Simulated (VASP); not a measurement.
# WC (P-6m2) in VASP: further runs, part 2 of 2

VASP 6.6.1.

### Step 3. Single point, PBEsol (strain along c alone, the other axes held: -4.5 %)

INCAR reads:

```
PREC = Accurate
ENCUT = 520
EDIFF = 1E-7
ISMEAR = 0
SIGMA = 0.1
LREAL = F
LASPH = T
NELM = 80
ALGO = Normal
ISIF = 2
LWAVE = F
LCHARG = F
GGA = PS
NBANDS = 16
```

KPOINTS reads:

```
regular mesh
0
Gamma
  24 24 18
```

POSCAR reads:

```
WC
1.0
    2.8984787829      0.0000000000      0.0000000000
   -1.4492393914      2.5101562583      0.0000000000
    0.0000000000      0.0000000000      2.7005077967
W C
1 1
Direct
    0.0000000000      0.0000000000      0.0000000000
    0.6666666667      0.3333333333      0.5000000000
```

Potentials or basis: VASP PAW PBE potentials, release 64 (W_sv, C).

Started as:

```
cat potpaw_PBE.64/W_sv/POTCAR potpaw_PBE.64/C/POTCAR > POTCAR
mpirun -np 1 vasp_std > vasp.out
```

OUTCAR:

```text
PREC = Accurate
   ENCUT = 520
   EDIFF = 1E-7
   ISMEAR = 0
   LREAL = F
   LASPH = T
   NELM = 80
   ISIF = 2
   GGA = PS

 ion  position               nearest neighbor table
   1  0.000  0.000  0.000-   2 2.15   2 2.15   2 2.15   2 2.15   2 2.15   2 2.15
   2  0.667  0.333  0.500-   1 2.15   1 2.15   1 2.15   1 2.15   1 2.15   1 2.15

  LATTYP: Found a hexagonal cell.
 ALAT       =     2.8984787829
 C/A-ratio  =     0.9316983145

  Lattice vectors:

[... 192 lines left out ...]
      5      -3.1380      2.00000
      6       7.1039      2.00000
[... 433 lines left out ...]
      3     -26.2228      2.00000
      4     -25.8123      2.00000
      5       0.2570      2.00000
      6       4.3916      2.00000
[... 8 lines left out ...]
     15      25.4248      0.00000
     16      29.9742      0.00000

 [... further k-points ...]
[... 5 lines left out ...]
  --------------------------------------------------------------------------------------
  -------------------------------------------------------------------------------------
  Total        1.4032821      1.4032821      6.5518656      0.0000000      0.0000000      0.0000000
  in kB      114.4298270    114.4298270    534.2680997      0.0000000      0.0000000      0.0000000
  external PRESSURE =     254.3759179 kB  Pullay stress =       0.0000000 kB

 VOLUME and BASIS-vectors are now :
 -----------------------------------------------------------------------------
  energy-cutoff  :      520.00
  volume of cell :       19.65
      direct lattice vectors                 reciprocal lattice vectors
     2.898478783  0.000000000  0.000000000     0.345008563  0.199190787  0.000000000
    -1.449239391  2.510156258  0.000000000     0.000000000  0.398381574  0.000000000
     0.000000000  0.000000000  2.700507797     0.000000000  0.000000000  0.370300727

 POSITION                                       TOTAL-FORCE (eV/Angst)
 -----------------------------------------------------------------------------------
      0.00000      0.00000      0.00000        -0.000000      0.000000      0.000000
      1.44924      0.83672      1.35025         0.000000     -0.000000      0.000000
 -----------------------------------------------------------------------------------
    total drift:                               -0.000000      0.000000      0.000000

  FREE ENERGIE OF THE ION-ELECTRON SYSTEM (eV)
  ---------------------------------------------------
  free  energy   TOTEN  =       -23.7491441218 eV

  energy  without entropy=      -23.7475256309  energy(sigma->0) =      -23.74833488
```

OSZICAR:

```text
N       E                     dE             d eps       ncg     rms          rms(c)
DAV:   1     0.109245549631E+03    0.10925E+03   -0.93984E+03 19552   0.127E+03
DAV:   2    -0.235175718706E+02   -0.13276E+03   -0.12833E+03 23216   0.339E+02
DAV:   3    -0.266582065625E+02   -0.31406E+01   -0.31318E+01 21664   0.498E+01
DAV:   4    -0.266731905490E+02   -0.14984E-01   -0.14983E-01 25168   0.386E+00
DAV:   5    -0.266732940819E+02   -0.10353E-03   -0.10353E-03 21648   0.303E-01    0.373E+01
DAV:   6    -0.238286948174E+02    0.28446E+01   -0.51194E+00 23384   0.248E+01    0.111E+01
DAV:   7    -0.237806172970E+02    0.48078E-01   -0.33773E-01 20368   0.450E+00    0.708E+00
DAV:   8    -0.237502892757E+02    0.30328E-01   -0.46599E-02 22184   0.168E+00    0.106E+00
DAV:   9    -0.237492296725E+02    0.10596E-02   -0.26803E-03 21376   0.359E-01    0.959E-02
DAV:  10    -0.237491470540E+02    0.82619E-04   -0.24919E-04 22816   0.184E-01    0.545E-02
DAV:  11    -0.237491448001E+02    0.22539E-05   -0.14935E-05 23040   0.360E-02    0.762E-03
DAV:  12    -0.237491441673E+02    0.63288E-06   -0.21244E-06 21512   0.118E-02    0.170E-03
DAV:  13    -0.237491441218E+02    0.45466E-07   -0.78887E-08 14832   0.249E-03
   1 F= -.23749144E+02 E0= -.23748335E+02  d E =-.161849E-02
```

It took 95 s on 1 thread of Intel Xeon Platinum 8259CL at 2.50GHz (Skylake/Cascade Lake), shared host; peak memory 0.3 GiB.

What came out:

```
Free energy            : -23.7491 eV
Pressure               : 25.4 GPa
Band gap on the k mesh : zero (band 9 reaches 12.64 eV, above the bottom of band 10 at 11.12 eV)
```

Caveat: the cell differs from its parent crystal (strain along c alone, the other axes held: -4.5 %); the PAW data sets were made with another functional, which shifts forces and pressure a little; spin-orbit coupling is left out, which moves the levels of the heavy elements.

### Step 4. Single point, PBEsol (strain along c alone, the other axes held: -3.0 %)

INCAR reads:

```
SYSTEM = WC
PREC = Accurate ; ENCUT = 520
EDIFF = 1E-6 ; ISMEAR = 0
SIGMA = 0.1 ; LREAL = .False.
LASPH = .True. ; NELM = 100
ALGO = Normal ; ISIF = 2
LWAVE = .False. ; LCHARG = .False.
GGA = PS ; NBANDS = 16
```

KPOINTS reads:

```
Automatic mesh
0
Gamma
  24 24 18
  0 0 0
```

Edit POSCAR of step 3 so:

```diff
@@ -4,3 +4,3 @@
    -1.4492393914      2.5101562583      0.0000000000
-    0.0000000000      0.0000000000      2.7005077967
+    0.0000000000      0.0000000000      2.7429241495
 W C
```

Started as:

```
cat potpaw_PBE.64/W_sv/POTCAR potpaw_PBE.64/C/POTCAR > POTCAR
mpirun -np 1 vasp_std > vasp.out
```

Wall time 83 s (1 thread of Intel Xeon Platinum 8259CL at 2.50GHz (Skylake/Cascade Lake), shared host); peak memory 0.29 GiB.

It converged, with:

```yaml
Free_energy: -23.8336 eV
Pressure: 16.6 GPa
Band_gap_on_the_k_mesh: zero (band 9 reaches 12.42 eV, above the bottom of band 10 at 10.89 eV)
```

Stress tensor (GPa, compression positive):
```
 7.68  0.00  0.00
 0.00  7.68  0.00
 0.00  0.00 34.30
```

Levels at points of the mesh, in eV from the Fermi level:
```tsv
k point	band 7	band 8	band 9	band 10	band 11	band 12
(0.00, 0.00, 0.00)	-3.75	-3.75	0.42	3.47	3.47	5.98
(0.50, 0.00, 0.00)	-3.82	-3.44	-0.69	2.58	4.54	4.79
(0.00, 0.00, 0.50)	-2.45	-2.45	-0.64	-0.64	4.39	4.43
(0.50, 0.00, 0.50)	-4.79	-4.20	0.41	4.48	5.79	6.99
```

Caveat: the cell differs from its parent crystal (strain along c alone, the other axes held: -3.0 %); the PAW data sets were made with another functional, which shifts forces and pressure a little; spin-orbit coupling is left out, which moves the levels of the heavy elements.

### Step 5. Single point, PBEsol (strain along c alone, the other axes held: -1.5 %)

INCAR reads:

```
ALGO = Normal ; EDIFF = 1E-6
ENCUT = 520 ; GGA = PS
ISIF = 2 ; ISMEAR = 0
LASPH = True ; LCHARG = False
LREAL = False ; LWAVE = False
NBANDS = 16 ; NELM = 100
PREC = Accurate ; SIGMA = 0.1
```

KPOINTS reads:

```
k-points
0
Gamma
  24 24 18
```

Edit POSCAR of step 4 so:

```diff
@@ -4,3 +4,3 @@
    -1.4492393914      2.5101562583      0.0000000000
-    0.0000000000      0.0000000000      2.7429241495
+    0.0000000000      0.0000000000      2.7853405023
 W C
```

Started as:

```
cat potpaw_PBE.64/W_sv/POTCAR potpaw_PBE.64/C/POTCAR > POTCAR
mpirun -np 1 vasp_std > vasp.out
```

It took 95 s on 1 thread of Intel Xeon Platinum 8259CL at 2.50GHz (Skylake/Cascade Lake), shared host; peak memory 0.31 GiB.

It converged, with:

```yaml
Free_energy: -23.8828 eV
Pressure: 8.5 GPa
Band_gap_on_the_k_mesh: zero (band 9 reaches 12.06 eV, above the bottom of band 10 at 10.67 eV)
```

Stress tensor (GPa, compression positive):
```
 4.33  0.00  0.00
 0.00  4.33  0.00
 0.00  0.00 16.91
```

Levels at points of the mesh, in eV from the Fermi level:
```csv
k point,band 7,band 8,band 9,band 10,band 11,band 12
"(0.00, 0.00, 0.00)",-3.55,-3.55,0.27,3.36,3.36,5.84
"(0.50, 0.00, 0.00)",-3.72,-3.55,-0.56,2.47,4.57,4.88
"(0.00, 0.00, 0.50)",-2.23,-2.23,-0.62,-0.62,4.07,4.50
"(0.50, 0.00, 0.50)",-4.57,-4.20,0.36,4.49,5.60,6.87
```

Caveat: the cell differs from its parent crystal (strain along c alone, the other axes held: -1.5 %); the PAW data sets were made with another functional, which shifts forces and pressure a little; spin-orbit coupling is left out, which moves the levels of the heavy elements.

### Step 6. Summary

```csv
cell,gap on the mesh (eV),pressure (GPa)
"a = 2.876, b = 2.876, c = 2.955 Å, angles 90.0, 90.0, 120.0°, 2 atoms",none,-11.2
"a = 2.898, b = 2.898, c = 2.701 Å, angles 90.0, 90.0, 120.0°, 2 atoms",none,25.4
"a = 2.898, b = 2.898, c = 2.743 Å, angles 90.0, 90.0, 120.0°, 2 atoms",none,16.6
"a = 2.898, b = 2.898, c = 2.785 Å, angles 90.0, 90.0, 120.0°, 2 atoms",none,8.5
```

Alike in all rows: task single point; level PBEsol; potentials or basis VASP PAW PBE potentials, release 64 (W_sv, C); no spin polarisation; k mesh 24 × 24 × 18; cutoff (eV) 520; smearing gaussian 0.1 eV.

Caveats: the PAW data sets were made with another functional, which shifts forces and pressure a little; spin-orbit coupling is left out, which moves the levels of the heavy elements.

Total energies depend on the potentials used, so only differences within one code and one set of settings carry meaning.
